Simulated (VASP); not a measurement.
Here is a VASP 6.6.1 calculation.

Contents of INCAR:

```
SYSTEM = In
PREC = Accurate ; ENCUT = 520
EDIFF = 1E-7 ; ISMEAR = 0
SIGMA = 0.1 ; LREAL = .FALSE.
LASPH = .TRUE. ; NELM = 100
ALGO = Normal ; ISIF = 2
LWAVE = .FALSE. ; LCHARG = .FALSE.
GGA = PE ; IVDW = 12
NBANDS = 20
```

KPOINTS

```
Automatic mesh
0
G
  15 15 8
  0 0 0
```

The input POSCAR:

```
In
1.0
    3.3038023145      0.0000000000      0.0000000000
   -1.6519011573      2.8611767335      0.0000000000
    0.0000000000      0.0000000000      5.6324689512
In
2
Direct
    0.3333333333      0.6666666667      0.2500000000
    0.6666666667      0.3333333333      0.7500000000
```

Potentials or basis: VASP PAW PBE potentials, release 64 (In_d).

The run is started by

```bash
$ cat potpaw_PBE.64/In_d/POTCAR > POTCAR
$ mpirun -np 1 vasp_std > vasp.out
```

**Question.** What does it give for the band gap on the k mesh?

**Answer.** Zero (band 13 reaches 10.59 eV, above the bottom of band 14 at 4.80 eV).

**Question.** What does it give for the dispersion energy per atom?

**Answer.** -0.332 eV.

**Question.** Estimate the pressure.

**Answer.** -0.6 GPa.

Stress tensor (GPa, compression positive):
```
-0.16  0.00  0.00
 0.00 -0.16  0.00
 0.00  0.00 -1.35
```

Caveat: the cell differs from its parent crystal (uniaxial strain along c: +3.0 %); spin-orbit coupling is left out, which moves the levels of the heavy elements; pairwise dispersion overbinds metals, which lowers pressure and volume.
